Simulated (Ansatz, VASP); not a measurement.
One calculation of Au, two programs

```
Au
1.0
    -1.65727    1.65727    1.65727
     1.65727   -1.65727    1.65727
     1.65727    1.65727   -1.65727
Au
1
Direct
  0.00000 0.00000 0.00000
```

Alike in both runs: functional PBE; k mesh 11 × 11 × 11; occupations fermi-dirac, width 0.05 eV; no spin polarisation.

|  | VASP | Ansatz |
| --- | --- | --- |
| version | VASP 6.6.1 | Ansatz 0.2.0 |
| potentials or method | VASP PAW PBE potentials, release 64 (Au) | Ansatz PAW |
| plane-wave cutoff (eV) | 520 | 420 |
| valence electrons in the cell | 11 | 19 |
| task | single point | band structure |

VASP gave:

* gap on the k mesh at the Fermi level (eV): none
* pressure (GPa): -1.1

Task: Estimate Ansatz's values.

Result: gap on the k mesh at the Fermi level (eV): none; pressure (GPa): -0.9.

A gap of «none» marks a metal or a gap that the smearing closes. With one functional, cell and mesh, what is left measures potentials, basis and numerics. VASP's potentials hold 11 valence electrons a cell and Ansatz's 19, so a difference there can come from the potentials and not from the codes.

Spin-orbit coupling is off throughout.
